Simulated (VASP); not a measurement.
Input of a VASP 6.6.1 run:

File POSCAR:

```
HF
1.0
    6.6883740000      0.0000000000      0.0000000000
    0.0000000000      6.6883740000      0.0000000000
    0.0000000000      0.0000000000      6.6883740000
F H
8 8
Direct
    0.1422931459      0.1973936070      0.6969286746
    0.7609128011      0.1167225724      0.9072527944
    0.0082662980      0.7163838274      0.3499772920
    0.7830481680      0.6764597161      0.6495871368
    0.0971217695      0.9451592367      1.0577114773
    0.4839497036      0.3192557147      0.5318834765
    0.5132892702      0.9174816348      0.7246429097
    0.7430186405      0.2613023061      0.2583046174
    0.2649004689      0.2228313319      0.6337279538
    0.6567145896      0.0493673856      0.8325935288
    0.0244905064      0.8083319348      0.2430486785
    0.8652858042      0.6988358133      0.5348720934
    0.0226272550      1.0116009285      0.9587856846
    0.5718538409      0.2896847760      0.4249233055
    0.5956993657      0.8090815891      0.6814421680
    0.7305867726      0.2155988257      0.1247476087
```

The input INCAR.step1:

```
PREC = Accurate
ENCUT = 1110
ISMEAR = -1
SIGMA = 0.02
LREAL = Auto
LASPH = T
NELM = 120
NBANDS = 46
GGA = PE
ALGO = Normal
EDIFF = 1E-5
LWAVE = T
LCHARG = F
GGA_COMPAT = F
```

The input INCAR.step2:

```
PREC = Accurate
ENCUT = 1110
EDIFF = 1E-6
ISMEAR = -1
SIGMA = 0.02
LREAL = Auto
LASPH = T
NELM = 120
ALGO = Normal
ISIF = 2
LWAVE = F
LCHARG = F
METAGGA = R2SCAN
LMIXTAU = T
IVDW = 12
VDW_S6 = 1.0
VDW_S8 = 0.78981345
VDW_A1 = 0.49484001
VDW_A2 = 5.73083694
NBANDS = 46
ISTART = 1
GGA_COMPAT = F
```

Contents of KPOINTS:

```
regular mesh
0
Gamma
  1 1 1
```

Potentials or basis: VASP PAW PBE potentials, release 64 (F_h, H_h).

Command:

```console
$ cat potpaw_PBE.64/F_h/POTCAR potpaw_PBE.64/H_h/POTCAR > POTCAR
$ cp INCAR.step1 INCAR
$ mpirun -np 1 vasp_gam > vasp.out
$ cp INCAR.step2 INCAR
$ mpirun -np 1 vasp_gam > vasp.out
```

Task: Estimate the largest force.

Result: 0.277 eV/Å.

Task: What does it give for the pressure?

Result: -0.7 GPa.

Task: Predict the dispersion energy per atom.

Result: -0.008 eV.

Stress tensor (GPa, compression positive):
```
-0.75 -0.17  0.25
-0.17 -0.43  0.24
 0.25  0.24 -0.93
```

Caveat: the k points lie up to 0.94 Å⁻¹ apart, too coarse for converged energies, forces and pressures; the PAW data sets were made with another functional, which shifts forces and pressure a little.
